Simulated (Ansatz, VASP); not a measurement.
**C in VASP and in Ansatz**

```
CELL_PARAMETERS angstrom
-1.18228 1.18228 1.18228
1.18228 -1.18228 1.18228
1.18228 1.18228 -1.18228
ATOMIC_POSITIONS crystal
C 0.00000 0.00000 0.00000
```

Alike in both runs: task relaxation of cell and atoms; functional r2SCAN; k mesh 32 × 32 × 32; occupations gaussian, width 0.1 eV; no spin polarisation.

|  | VASP | Ansatz |
| --- | --- | --- |
| version | VASP 6.6.1 | Ansatz 0.2.0 |
| potentials or method | VASP PAW PBE potentials, release 64 (C), cutoff 600 eV | scalar-relativistic, plane waves, PAW |
| valence electrons in the cell | 4 | 4 |

VASP gave:

```
gap on the k mesh at the Fermi level, each at its own relaxed structure (eV) : none
relaxed volume (Å³/atom)                                                     : 6.79
relaxed cell length with the largest relative difference (Å)                 : 2.067
```

Task: What did Ansatz give for the same quantities?

Result: gap on the k mesh at the Fermi level, each at its own relaxed structure (eV): none; relaxed volume (Å³/atom): 6.80; relaxed cell length with the largest relative difference (Å): 2.067.

VASP's potentials were made for PBE, not for r2SCAN. A gap of «none» marks a metal or a gap that the smearing closes.
